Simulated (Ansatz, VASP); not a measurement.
**One calculation of Te, two programs**

The input INCAR:

```
SYSTEM = Te
PREC = Accurate ; ENCUT = 520
EDIFF = 1E-6 ; ISMEAR = -1
SIGMA = 0.05 ; LREAL = .False.
LASPH = .True. ; NELM = 60
ALGO = Normal ; ISIF = 2
LWAVE = .False. ; LCHARG = .False.
NBANDS = 16
```

File KPOINTS:

```
Automatic mesh
0
Gamma
  3 3 2
  0 0 0
```

POSCAR

```
Te
1.0
    4.2966332825      0.0000000000      0.0000000000
   -2.1483166412      3.7209935734      0.0000000000
    0.0000000000      0.0000000000      5.9041060663
Te
3
Direct
    0.2855404168      1.0000000000      0.3333333333
    1.0000000000      0.2855404168      0.6666666667
    0.7144595832      0.7144595832      1.0000000000
```

Input for Ansatz:

```yaml
crystal:
  lattice:
    - [4.2966332825, 0.0, 0.0]
    - [-2.1483166412, 3.7209935734, 0.0]
    - [0.0, 0.0, 5.9041060663]
  atoms:
    - { symbol: Te, position: [0.2855404168, 1.0, 0.3333333333] }
    - { symbol: Te, position: [1.0, 0.2855404168, 0.6666666667] }
    - { symbol: Te, position: [0.7144595832, 0.7144595832, 1.0] }
hamiltonian:
  xc: lda
  pseudopotentials:
    kind: paw
    azcp:
      Te: "pseudopotentials/Te.paw.azcp"
basis:
  ecutwfc: 420
  fft_grid_basis: typed
kpoints:
  mp_grid: { grid: [3, 3, 2], shift: [0, 0, 0] }
magnetization:
  spin_polarized: false
scf:
  occupations: { method: fermi_dirac, width: 0.05 }
  lower_state_search: "off"
output:
  stress: true
```

Alike in both runs: task single point; functional LDA; k mesh 3 × 3 × 2; occupations fermi-dirac, width 0.05 eV; no spin polarisation.

```csv
,VASP,Ansatz
version,VASP 6.6.1,Ansatz 0.2.0
potentials or method,"VASP PAW LDA potentials, release 64 (Te), cutoff 520 eV","plane waves (420 eV) with PAW, scalar-relativistic"
valence electrons in the cell,18,48
```

```csv
,VASP,Ansatz,Ansatz less VASP
pressure (GPa),0.8,0.7,-0.11
"traceless stress, the component that is largest in VASP (GPa)",-0.25,-0.34,-0.089
```

Ansatz warns that its potentials were made for another functional, while VASP's fit it. LDA's correlation is that of Perdew and Zunger in VASP and of Perdew and Wang (1992) in Ansatz. VASP's potentials hold 18 valence electrons a cell and Ansatz's 48, so a difference there can come from the potentials and not from the codes.

The k mesh is coarse, so the values compare programs but aren't converged. Spin-orbit coupling is off throughout.
